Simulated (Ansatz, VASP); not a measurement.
## Two plane-wave programs on Cr

File INCAR:

```
PREC = Accurate
ENCUT = 520
EDIFF = 1E-6
ISMEAR = 0
SIGMA = 0.15
LREAL = F
LASPH = T
NELM = 80
ALGO = Fast
ISIF = 2
LWAVE = F
LCHARG = F
GGA = PE
NBANDS = 12
```

Contents of KPOINTS:

```
Automatic mesh
0
Gamma
  26 26 26
```

Contents of POSCAR:

```
Cr
1.0
   -1.2846960778      1.2846960778      1.8165602540
    1.2846960778     -1.2846960778      1.8165602540
    1.2846960778      1.2846960778     -1.8165602540
Cr
1
Direct
    0.0000000000      0.0000000000      0.0000000000
```

Input for Ansatz:

```yaml
crystal:
  lattice:
    - [-1.2846960778, 1.2846960778, 1.816560254]
    - [1.2846960778, -1.2846960778, 1.816560254]
    - [1.2846960778, 1.2846960778, -1.816560254]
  atoms:
    - { symbol: Cr, position: [0.0, 0.0, 0.0] }
basis:
  ecutwfc: 420
kpoints:
  mp_grid: { grid: [26, 26, 26] }
hamiltonian:
  xc: pbe
scf:
  occupations: { method: gaussian, width: 0.15 }
output:
  forces: true
  stress: true
  eigenvalues: true
```

Alike in both runs: task single point; functional PBE; k mesh 26 × 26 × 26; occupations gaussian, width 0.15 eV; no spin polarisation.

|  | VASP | Ansatz |
| --- | --- | --- |
| version | VASP 6.6.1 | Ansatz 0.2.0 |
| potentials or method | VASP PAW PBE potentials, release 64 (Cr_pv), cutoff 520 eV | scalar-relativistic, plane waves, PAW |
| valence electrons in the cell | 12 | 14 |

Ansatz gave:

* gap on the k mesh at the Fermi level (eV): none
* pressure (GPa): -2.1

Task: Which values does VASP return?

Result: gap on the k mesh at the Fermi level (eV): none; pressure (GPa): -2.5.

A gap of «none» marks a metal or a gap that the smearing closes. With one functional, cell and mesh, what is left measures potentials, basis and numerics. VASP's potentials hold 12 valence electrons a cell and Ansatz's 14, so a difference there can come from the potentials and not from the codes.
